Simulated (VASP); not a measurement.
# Ru (P6_3/mmc) in VASP: further runs

Runs on Ru. Level: r2SCAN. Tasks: single point.

Program: VASP 6.6.1. These are calculated values, not measurements. Logs are shortened: lines on timing, memory, paths and dates and some standing lists are left out, and cuts for length are marked.

**1. The cell of the first run**

Symmetry: P6_3/mmc, No. 194, hexagonal system. The conventional cell has a = 2.704 Å, b = 2.704 Å, c = 4.266 Å, α = 90.00°, β = 90.00°, γ = 120.00°. Ru (site symmetry -6m2) has 12 Ru at 2.64 to 2.70 Å within 3.5 Å.

**2. Single point, r2SCAN**

File POSCAR:

```
Ru
1.0
    2.7043882243      0.0000000000      0.0000000000
   -1.3521941121      2.3420689039      0.0000000000
    0.0000000000      0.0000000000      4.2660975354
Ru
2
Direct
    0.3333333333      0.6666666667      0.2500000000
    0.6666666667      0.3333333333      0.7500000000
```

File INCAR.step1:

```
PREC = Accurate
ENCUT = 620
ISMEAR = -1
SIGMA = 0.15
LREAL = F
LASPH = T
NELM = 120
NBANDS = 23
GGA = PE
ALGO = Normal
EDIFF = 1E-5
LWAVE = T
LCHARG = F
GGA_COMPAT = F
```

File INCAR.step2:

```
PREC = Accurate
ENCUT = 620
EDIFF = 1E-6
ISMEAR = -1
SIGMA = 0.15
LREAL = F
LASPH = T
NELM = 120
ALGO = Normal
ISIF = 2
LWAVE = F
LCHARG = F
METAGGA = R2SCAN
LMIXTAU = T
NBANDS = 23
ISTART = 1
GGA_COMPAT = F
```

File KPOINTS:

```
regular mesh
0
Gamma
  18 18 10
```

Potentials or basis: VASP PAW PBE potentials, release 64 (Ru_sv).

Started as:

```bash
$ cat potpaw_PBE.64/Ru_sv/POTCAR > POTCAR
$ cp INCAR.step1 INCAR
$ mpirun -np 1 vasp_std > vasp.out
$ cp INCAR.step2 INCAR
$ mpirun -np 1 vasp_std > vasp.out
```

OUTCAR:

```text
PREC = Accurate
   ENCUT = 620
   EDIFF = 1E-6
   ISMEAR = -1
   LREAL = F
   LASPH = T
   NELM = 120
   ISIF = 2
   METAGGA = R2SCAN
   ISTART = 1

 ion  position               nearest neighbor table
   1  0.333  0.667  0.250-   2 2.64   2 2.64   2 2.64   2 2.64   2 2.64   2 2.64
   2  0.667  0.333  0.750-   1 2.64   1 2.64   1 2.64   1 2.64   1 2.64   1 2.64

  LATTYP: Found a hexagonal cell.
 ALAT       =     2.7043882243
 C/A-ratio  =     1.5774723085

  Lattice vectors:

 A1 = (   2.7043882243,   0.0000000000,   0.0000000000)
 A2 = (  -1.3521941121,   2.3420689039,   0.0000000000)
 A3 = (   0.0000000000,   0.0000000000,   4.2660975354)

Analysis of symmetry for initial positions (statically):
=====================================================================
 Subroutine PRICEL returns:
 Original cell was already a primitive cell.

 Routine SETGRP: Setting up the symmetry group for a
 hexagonal supercell.

 Subroutine GETGRP returns: Found 24 space group operations
 (whereof 12 operations were pure point group operations)
 out of a pool of 24 trial point group operations.

The static configuration has the point symmetry D_3d.
 The point group associated with its full space group is D_6h.

Analysis of symmetry for dynamics (positions and initial velocities):
=====================================================================
 Subroutine PRICEL returns:
 Original cell was already a primitive cell.

 Routine SETGRP: Setting up the symmetry group for a
 hexagonal supercell.

 Subroutine GETGRP returns: Found 24 space group operations
 (whereof 12 operations were pure point group operations)
 out of a pool of 24 trial point group operations.

The dynamic configuration has the point symmetry D_3d.
 The point group associated with its full space group is D_6h.

 Subroutine INISYM returns: Found 24 space group operations
 (whereof 12 operations are pure point group operations),
 and found     1 'primitive' translations

----------------------------------------------------------------------------------------

                                     Primitive cell

  volume of cell :      27.0209

  direct lattice vectors                    reciprocal lattice vectors
     2.704388224  0.000000000  0.000000000     0.369769396  0.213486460  0.000000000
    -1.352194112  2.342068904  0.000000000     0.000000000  0.426972921  0.000000000
     0.000000000  0.000000000  4.266097535     0.000000000  0.000000000  0.234406267

  length of vectors
     2.704388224  2.704388224  4.266097535     0.426972921  0.426972921  0.234406267

  position of ions in fractional coordinates (direct lattice)
     0.333333333  0.666666667  0.250000000
     0.666666667  0.333333333  0.750000000

  ion indices of the primitive-cell ions
   primitive index   ion index
                 1           1
                 2           2

----------------------------------------------------------------------------------------

 KPOINTS: regular mesh

Automatic generation of k-mesh.
 Grid dimensions read from file:
 generate k-points for:   18   18   10

 Generating k-lattice:

  Cartesian coordinates                     Fractional coordinates (reciprocal lattice)
     0.020542744  0.011860359  0.000000000     0.055555556  0.000000000  0.000000000
     0.000000000  0.023720718  0.000000000     0.000000000  0.055555556  0.000000000
     0.000000000  0.000000000  0.023440627     0.000000000  0.000000000  0.100000000

  Length of vectors
     0.023720718  0.023720718  0.023440627

  Shift w.r.t. Gamma in fractional coordinates (k-lattice)
     0.000000000  0.000000000  0.000000000

 Subroutine IBZKPT returns following result:
 ===========================================

 Found    222 irreducible k-points:

 Following reciprocal coordinates:
            Coordinates               Weight
  0.000000  0.000000  0.000000      1.000000
  0.055556  0.000000  0.000000      6.000000
  0.111111  0.000000  0.000000      6.000000
  0.166667  0.000000  0.000000      6.000000
  0.222222  0.000000  0.000000      6.000000
  0.277778  0.000000  0.000000      6.000000
[... 16 lines left out ...]
  0.333333  0.111111  0.000000     12.000000
  0.388889  0.111111  0.000000     12.000000
 [... further k-points ...]
   k-points           NKPTS =    222   k-points in BZ     NKDIM =    222   number of bands    NBANDS=     23
   number of dos      NEDOS =    301   number of ions     NIONS =      2
   total plane-waves  NPLWV =  20736
   dimension x,y,z NGX =    24 NGY =   24 NGZ =   36
   dimension x,y,z NGXF=    48 NGYF=   48 NGZF=   72
   ions per type =               2
   NGX,Y,Z   is equivalent  to a cutoff of  14.75, 14.75, 14.03 a.u.
   NGXF,Y,Z  is equivalent  to a cutoff of  29.51, 29.51, 28.06 a.u.
 SYSTEM =  unknown system
   PREC   = accura    normal or accurate (medium, high low for compatibility)
   ISTART =      1    job   : 0-new  1-cont  2-samecut
   ICHARG =      0    charge: 1-file 2-atom 10-const
   ISPIN  =      1    spin polarized calculation?
   LNONCOLLINEAR =      F non collinear calculations
   LSORBIT =      F    spin-orbit coupling
   LASPH  =      T    aspherical Exc in radial PAW
   ENCUT  =  620.0 eV  45.57 Ry    6.75 a.u.   5.49  5.49  8.66*2*pi/ulx,y,z
   NELM   =    120;   NELMIN=  2; NELMDL=  0     # of ELM steps
   EDIFF  = 0.1E-05   stopping-criterion for ELM
   LREAL  =      F    real-space projection
[... 7 lines left out ...]
   TEBEG  =    0.0;   TEEND  =   0.0 temperature during run
   PSTRESS=    0.0 pullay stress
   NELECT =      32.0000    total number of electrons
   NUPDOWN=      -1.0000    fix difference up-down
   EMIN   =  10.00;   EMAX   =-10.00  energy-range for DOS
   EFERMI =   0.00;   METHOD = LEGACY
   ISMEAR =    -1;   SIGMA  =   0.15  broadening in eV -4-tet -1-fermi 0-gaus
   EFERMI_NEDOS =   21; number of points for ismear=-14 and -15
   IALGO  =     38    algorithm
   IMIX   =      4    mixing-type and parameters
     AMIX     =   0.40;   BMIX     =  1.00
     AMIX_MAG =   1.60;   BMIX_MAG =  1.00
  volume/ion in A,a.u.               =      13.51        91.17
  Fermi-wavevector in a.u.,A,eV,Ry     =   1.732042  3.273084 40.817046  2.999968
  Thomas-Fermi vector in A             =   2.806293
   LORBIT       =      0    0 simple, 1 ext, 2 COOP (PROOUT), +10 PAW based schemes
   METAGGA = R2SCAN    functional components
   LHFCALC =     F    Hartree Fock is set to
   AEXX    =    0.0000 exact exchange contribution
   IVDW    =     0    specifies the selected vdW correction
   LEPSILON=     F    determine dielectric tensor
   LRPA    =     F    only Hartree local field effects (RPA)
 non-spin polarized calculation
  energy-cutoff  :      620.00
  volume of cell :       27.02
 maximum number of plane-waves:       975
 NGX is ok and might be reduce to    24
   NGX = 11   NGY = 11   NGZ = 17

 number of electron      31.9999997 magnetization

 Free energy of the ion-electron system (eV)
  ---------------------------------------------------
  ext. energy  EPLUGINS =         0.00000000
  ---------------------------------------------------
  free energy    TOTEN  =       -51.00086174 eV

  energy without entropy =      -50.88216530  energy(sigma->0) =      -50.94151352

 E-fermi :  15.1569     XC(G=0): -15.5725

 val. band max:       15.1359048371   @ k =   0.1667   0.1111   0.3000
 cond. band min:      15.1588038351   @ k =   0.2222   0.1111   0.1000
 fundamental gap:      0.0228989980
 Fermi energy:        15.1569216294

 k-point     1 :       0.0000    0.0000    0.0000
  band No.  band energies     occupation
      1     -60.2002      2.00000
      2     -59.9675      2.00000
      3     -29.9581      2.00000
      4     -28.9382      2.00000
      5     -28.9382      2.00000
      6     -28.7500      2.00000
[... 15 lines left out ...]
     22      30.6849      0.00000
     23      33.3752      0.00000

 k-point     2 :       0.0556    0.0000    0.0000
  band No.  band energies     occupation
      1     -60.1952      2.00000
      2     -59.9655      2.00000
      3     -29.9466      2.00000
      4     -28.9626      2.00000
      5     -28.9465      2.00000
      6     -28.7754      2.00000
[... 15 lines left out ...]
     22      30.8922      0.00000
     23      33.5126      0.00000

 k-point     3 :       0.1111    0.0000    0.0000
  band No.  band energies     occupation
      1     -60.1804      2.00000
      2     -59.9601      2.00000
      3     -29.9125      2.00000
      4     -29.0329      2.00000
      5     -28.9700      2.00000
      6     -28.8481      2.00000
[... 15 lines left out ...]
     22      31.4180      0.00000
     23      33.8719      0.00000

 k-point     4 :       0.1667    0.0000    0.0000
  band No.  band energies     occupation
      1     -60.1575      2.00000
      2     -59.9521      2.00000
      3     -29.8581      2.00000
      4     -29.1407      2.00000
      5     -29.0051      2.00000
      6     -28.9574      2.00000
[... 15 lines left out ...]
     22      31.7609      0.00000
     23      34.0836      0.00000

 k-point     5 :       0.2222    0.0000    0.0000
  band No.  band energies     occupation
      1     -60.1284      2.00000
      2     -59.9431      2.00000
      3     -29.7866      2.00000
      4     -29.2730      2.00000
      5     -29.0885      2.00000
      6     -29.0468      2.00000
[... 434 lines left out ...]
 k-point    22 :       0.2778    0.1111    0.0000
  band No.  band energies     occupation
      1     -60.0544      2.00000
      2     -59.9281      2.00000
      3     -29.5871      2.00000
      4     -29.5310      2.00000
      5     -29.3827      2.00000
      6     -29.1440      2.00000
[... 15 lines left out ...]
     22      27.1542      0.00000
     23      29.5937      0.00000

 k-point    23 :       0.3333    0.1111    0.0000
  band No.  band energies     occupation
      1     -60.0262      2.00000
      2     -59.9269      2.00000
      3     -29.6317      2.00000
      4     -29.5010      2.00000
      5     -29.4502      2.00000
      6     -29.1954      2.00000
[... 15 lines left out ...]
     22      26.8572      0.00000
     23      28.5338      0.00000

 k-point    24 :       0.3889    0.1111    0.0000
  band No.  band energies     occupation
      1     -60.0052      2.00000
      2     -59.9286      2.00000
      3     -29.6973      2.00000
      4     -29.4942      2.00000
      5     -29.4312      2.00000
      6     -29.2285      2.00000
[... 15 lines left out ...]
     22      27.7779      0.00000
     23      27.8559      0.00000

 [... further k-points ...]
[... 5 lines left out ...]
  --------------------------------------------------------------------------------------
  -------------------------------------------------------------------------------------
  Total        0.0194515      0.0194515      0.0228525      0.0000000      0.0000000      0.0000000
  in kB        1.1533564      1.1533564      1.3550159      0.0000000      0.0000000      0.0000000
  external PRESSURE =       1.2205762 kB  Pullay stress =       0.0000000 kB

 VOLUME and BASIS-vectors are now :
 -----------------------------------------------------------------------------
  energy-cutoff  :      620.00
  volume of cell :       27.02
      direct lattice vectors                 reciprocal lattice vectors
     2.704388224  0.000000000  0.000000000     0.369769396  0.213486460  0.000000000
    -1.352194112  2.342068904  0.000000000     0.000000000  0.426972921  0.000000000
     0.000000000  0.000000000  4.266097535     0.000000000  0.000000000  0.234406267

 POSITION                                       TOTAL-FORCE (eV/Angst)
 -----------------------------------------------------------------------------------
     -0.00000      1.56138      1.06652        -0.000000     -0.000000      0.000000
      1.35219      0.78069      3.19957         0.000000      0.000000      0.000000
 -----------------------------------------------------------------------------------
    total drift:                               -0.000000      0.000000     -0.000000

  FREE ENERGIE OF THE ION-ELECTRON SYSTEM (eV)
  ---------------------------------------------------
  free  energy   TOTEN  =       -51.0008617387 eV

  energy  without entropy=      -50.8821653019  energy(sigma->0) =      -50.94151352
```

Run time: 14 min. Hardware: 1 thread of AMD EPYC 7R43 (Zen 3), shared host; peak memory 0.23 GiB.

What came out:

```
Free energy            : -51.0009 eV
Pressure               : 0.1 GPa
Band gap on the k mesh : zero (bands 16 and 17 overlap by 3.28 eV)
```

Caveat: the PAW data sets were made with another functional, which shifts forces and pressure a little.

**3. Single point, r2SCAN**

File POSCAR:

```
Ru
1.0
    2.7023482466      0.0000000000      0.0000000000
   -1.3511741233      2.3403022314      0.0000000000
    0.0000000000      0.0000000000      4.2659655345
Ru
2
Direct
    0.3333333333      0.6666666667      0.2500000000
    0.6666666667      0.3333333333      0.7500000000
```

File INCAR.step1:

```
SYSTEM = Ru
  PREC = Accurate
  ENCUT = 620
  ISMEAR = 0
  SIGMA = 0.1
  LREAL = .FALSE.
  LASPH = .TRUE.
  NELM = 120
  NBANDS = 23
  GGA = PE
  ALGO = Normal
  EDIFF = 1E-5
  LWAVE = .TRUE.
  LCHARG = .FALSE.
  GGA_COMPAT = .FALSE.
```

File INCAR.step2:

```
SYSTEM = Ru
  PREC = Accurate
  ENCUT = 620
  EDIFF = 1E-6
  ISMEAR = 0
  SIGMA = 0.1
  LREAL = .FALSE.
  LASPH = .TRUE.
  NELM = 120
  ALGO = Normal
  ISIF = 2
  LWAVE = .FALSE.
  LCHARG = .FALSE.
  METAGGA = R2SCAN
  LMIXTAU = .TRUE.
  NBANDS = 23
  ISTART = 1
  GGA_COMPAT = .FALSE.
```

File KPOINTS:

```
Automatic mesh
0
G
  18 18 10
  0 0 0
```

Potentials or basis: VASP PAW PBE potentials, release 64 (Ru_sv).

Started as:

```bash
$ cat potpaw_PBE.64/Ru_sv/POTCAR > POTCAR
$ cp INCAR.step1 INCAR
$ mpirun -np 1 vasp_std > vasp.out
$ cp INCAR.step2 INCAR
$ mpirun -np 1 vasp_std > vasp.out
```

It took 6.9 min on 1 thread of Intel Xeon Platinum 8259CL at 2.50GHz (Skylake/Cascade Lake), shared host; peak memory 0.26 GiB.

The run converged. Its results:

```yaml
Free_energy: -50.9453 eV
Pressure: 0.1 GPa
Band_gap_on_the_k_mesh: zero (bands 16 and 17 overlap by 3.29 eV)
```

Levels at points of the mesh, in eV from the Fermi level:
| k point | band 12 | band 13 | band 14 | band 15 | band 16 | band 17 | band 18 | band 19 | band 20 | band 21 |
| --- | --- | --- | --- | --- | --- | --- | --- | --- | --- | --- |
| (0.00, 0.00, 0.00) | -2.72 | -2.51 | -2.00 | -2.00 | -1.48 | -1.48 | 1.25 | 1.25 | 1.39 | 10.91 |
| (0.50, 0.00, 0.00) | -3.19 | -2.17 | -1.88 | -1.57 | 1.49 | 1.93 | 2.03 | 4.27 | 6.46 | 11.67 |
| (0.00, 0.00, 0.50) | -2.90 | -2.90 | -2.90 | -2.82 | -2.82 | 0.58 | 0.58 | 0.58 | 0.58 | 15.07 |
| (0.50, 0.00, 0.50) | -4.77 | -1.12 | -1.12 | 0.47 | 0.47 | 1.76 | 1.76 | 3.57 | 3.57 | 11.12 |

Caveat: the PAW data sets were made with another functional, which shifts forces and pressure a little.

**4. Single point, r2SCAN**

File POSCAR:

```
Ru
1.0
    2.7023482466      0.0000000000      0.0000000000
    0.0000000000      4.2659655348      0.0000000000
    1.3511741233      0.0000000000      2.3403022314
Ru
2
Direct
    0.3333333333      0.7500000000      0.3333333333
    0.6666666667      0.2500000000      0.6666666667
```

File INCAR.step1:

```
ALGO = Normal ; EDIFF = 1E-4
ENCUT = 520 ; GGA = PE
ISMEAR = 0 ; ISYM = 0
LASPH = T ; LCHARG = F
LREAL = F ; LWAVE = T
NBANDS = 21 ; NELM = 80
PREC = Accurate ; SIGMA = 0.1
```

File INCAR.step2:

```
ALGO = Normal ; EDIFF = 1E-6
ENCUT = 520 ; ISIF = 2
ISMEAR = 0 ; ISTART = 1
ISYM = 0 ; LASPH = T
LCHARG = F ; LMIXTAU = T
LREAL = F ; LWAVE = F
METAGGA = R2SCAN ; NBANDS = 21
NELM = 80 ; PREC = Accurate
SIGMA = 0.1
```

File KPOINTS:

```
k-points
0
Gamma
  13 8 15
```

Potentials or basis: VASP PAW PBE potentials, release 64 (Ru_pv).

Started as:

```bash
$ cat potpaw_PBE.64/Ru_pv/POTCAR > POTCAR
$ cp INCAR.step1 INCAR
$ mpirun -np 1 vasp_std > vasp.out
$ cp INCAR.step2 INCAR
$ mpirun -np 1 vasp_std > vasp.out
```

Wall time 22 min (1 thread of Intel Xeon 8259CL, shared host); peak memory 0.43 GiB.

The run converged. Its results:

```yaml
Free_energy: -50.8620 eV
Pressure: 1.5 GPa
Largest_force: 0.039 eV/Å
Band_gap_on_the_k_mesh: zero (bands 14 and 15 overlap by 3.26 eV)
```

Forces on the atoms (eV/Å):
```
Ru  -0.006  0.000  0.038
Ru   0.006  0.000 -0.038
```

Stress tensor (GPa, compression positive):
```
1.63 0.00 0.11
0.00 0.98 0.00
0.11 0.00 1.93
```

Levels at points of the mesh, in eV from the Fermi level:
```tsv
k point	band 11	band 12	band 13	band 14	band 15	band 16	band 17	band 18
(0.00, 0.00, 0.00)	-2.54	-2.04	-2.04	-1.52	-1.51	1.21	1.22	1.36
(0.00, 0.50, 0.00)	-2.94	-2.94	-2.86	-2.86	0.54	0.54	0.55	0.55
```

Caveat: the PAW data sets were made with another functional, which shifts forces and pressure a little.

**5. Summary**

| potentials or basis | cell | k mesh | cutoff (eV) | smearing | gap on the mesh (eV) | pressure (GPa) |
| --- | --- | --- | --- | --- | --- | --- |
| VASP PAW PBE potentials, release 64 (Ru_sv) | a = 2.704, b = 2.704, c = 4.266 Å, angles 90.0, 90.0, 120.0°, 2 atoms, atomic positions A | 18 × 18 × 10 | 620 | fermi-dirac 0.15 eV | none | 0.1 |
| VASP PAW PBE potentials, release 64 (Ru_sv) | a = 2.702, b = 2.702, c = 4.266 Å, angles 90.0, 90.0, 120.0°, 2 atoms, atomic positions A | 18 × 18 × 10 | 620 | gaussian 0.1 eV | none | 0.1 |
| VASP PAW PBE potentials, release 64 (Ru_pv) | a = 2.702, b = 4.266 Å, angles 90.0, 60.0, 90.0°, 2 atoms, atomic positions B | 13 × 8 × 15 | 520 | gaussian 0.1 eV | none | 1.5 |

Alike in all rows: task single point; level r2SCAN; no spin polarisation.

Caveats: the PAW data sets were made with another functional, which shifts forces and pressure a little.

Absolute energies hang on the potentials; compare differences alone.

The gap in the log of VASP goes by the Fermi energy; the results here count the filled bands.